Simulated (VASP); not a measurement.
Here is a VASP 6.6.1 calculation.

File INCAR:

```
SYSTEM = Y3F
PREC = Accurate
ENCUT = 520
EDIFF = 1E-7
ISMEAR = 0
SIGMA = 0.1
LREAL = .FALSE.
LASPH = .TRUE.
NELM = 100
ALGO = Normal
ISIF = 2
LWAVE = .FALSE.
LCHARG = .FALSE.
GGA = PE
NBANDS = 28
```

The input KPOINTS:

```
regular mesh
0
G
  4 4 4
  0 0 0
```

The input POSCAR:

```
Y3F
1.0
    4.4422375640      0.0000000000      0.0000000000
    0.0000000000      4.4422375640      0.0000000000
    0.0000000000      0.0000000000      4.3965775620
Y F
3 1
Direct
    0.0000000000      0.5000000000      0.5000000000
    0.5000000000      0.0000000000      0.5000000000
    0.5000000000      0.5000000000      0.0000000000
    0.0000000000      0.0000000000      0.0000000000
```

Potentials or basis: VASP PAW PBE potentials, release 64 (Y_sv, F).

Command:

```sh
$ cat potpaw_PBE.64/Y_sv/POTCAR potpaw_PBE.64/F/POTCAR > POTCAR
$ mpirun -np 1 vasp_std > vasp.out
```

**Question.** Predict the band gap on the k mesh.

**Answer.** Zero (bands 20 and 21 overlap by 1.50 eV).

**Question.** What does it give for the pressure?

**Answer.** 12.5 GPa.

Stress tensor (GPa, compression positive):
```
12.59  0.00  0.00
 0.00 12.59  0.00
 0.00  0.00 12.17
```

Caveat: the cell stands under pressure.
